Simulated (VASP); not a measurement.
Set up this calculation in VASP 6.6.1, as the native input.

```
Task                   : single point
Functional             : PBE
Potentials or basis    : VASP PAW PBE potentials, release 64 (Pb_d)
Cutoff                 : 520 eV
k mesh                 : 12 × 12 × 7
Occupations            : fermi-dirac, width 0.05 eV
Spin                   : no spin polarisation
Dipole correction      : no
Further INCAR settings : ALGO = Normal; EDIFF = 1e-06; NBANDS = 21
```

The structure of Pb lies in POSCAR:

```
Pb
1.0
    3.4089603348      0.0000000000      0.0000000000
   -1.7044801674      2.9522462504      0.0000000000
    0.0000000000      0.0000000000      5.4758863477
Pb
2
Direct
    0.3333333333      0.6666666667      0.2500000000
    0.6666666667      0.3333333333      0.7500000000
```

This cell differs from its parent crystal: volume scaled by 0.94.

One way to write it, as run:

INCAR

```
SYSTEM = Pb
  PREC = Accurate
  ENCUT = 520
  EDIFF = 1E-6
  ISMEAR = -1
  SIGMA = 0.05
  LREAL = .FALSE.
  LASPH = .TRUE.
  NELM = 60
  ALGO = Normal
  ISIF = 2
  LWAVE = .FALSE.
  LCHARG = .FALSE.
  GGA = PE
  NBANDS = 21
```

KPOINTS

```
regular mesh
0
G
  12 12 7
  0 0 0
```

Potentials or basis: VASP PAW PBE potentials, release 64 (Pb_d).

Command:

```bash
$ cat potpaw_PBE.64/Pb_d/POTCAR > POTCAR
$ mpirun -np 1 vasp_std > vasp.out
```

It gave:

```json
{
  "Pressure": "8.0 GPa",
  "Band gap on the k mesh": "zero (band 14 reaches 14.41 eV, above the bottom of band 15 at 6.21 eV)"
}
```

Caveat: spin-orbit coupling is left out, which moves the levels of the heavy elements.

Wall time 62 s on 1 thread of Intel(R) Xeon(R) Platinum 8259CL CPU @ 2.50GHz (Skylake/Cascade Lake) (shared host), peak memory 0.21 GiB.
